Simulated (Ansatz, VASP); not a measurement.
## One calculation of TiAl, two programs

```
CELL_PARAMETERS angstrom
2.85293 0.00000 0.00000
-1.42646 2.48312 0.00000
0.00000 0.00000 4.67808
ATOMIC_POSITIONS crystal
Ti 0.00000 0.00000 0.00000
Al 0.33333 0.66667 0.50000
```

Change from the starting cell: strain -0.0050 x Voigt [1, 0, 0, 0, 0, 0], atoms carried along.

Alike in both runs: task single point; functional r2SCAN; k mesh 18 × 18 × 10; occupations gaussian, width 0.15 eV; no spin polarisation.

|  | VASP | Ansatz |
| --- | --- | --- |
| version | VASP 6.6.1 | Ansatz 0.2.0 |
| potentials or method | VASP PAW PBE potentials, release 64 (Ti_sv, Al), cutoff 520 eV | scalar-relativistic, plane waves, PAW |
| valence electrons in the cell | 15 | 15 |

|  | VASP | Ansatz | Ansatz less VASP |
| --- | --- | --- | --- |
| gap on the k mesh at the Fermi level (eV) | none | none | - |
| pressure (GPa) | -0.5 | -0.6 | -0.09 |
| traceless stress, the component that is largest in VASP (GPa) | -1.40 | -1.41 | -0.007 |
| rms of the force components (eV/Å) | 0.010 | 0.010 | 0.0000 |

VASP's potentials were made for PBE, not for r2SCAN. Atom by atom the forces differ by 0.000 eV/Å (rms over components). A gap of «none» marks a metal or a gap that the smearing closes.
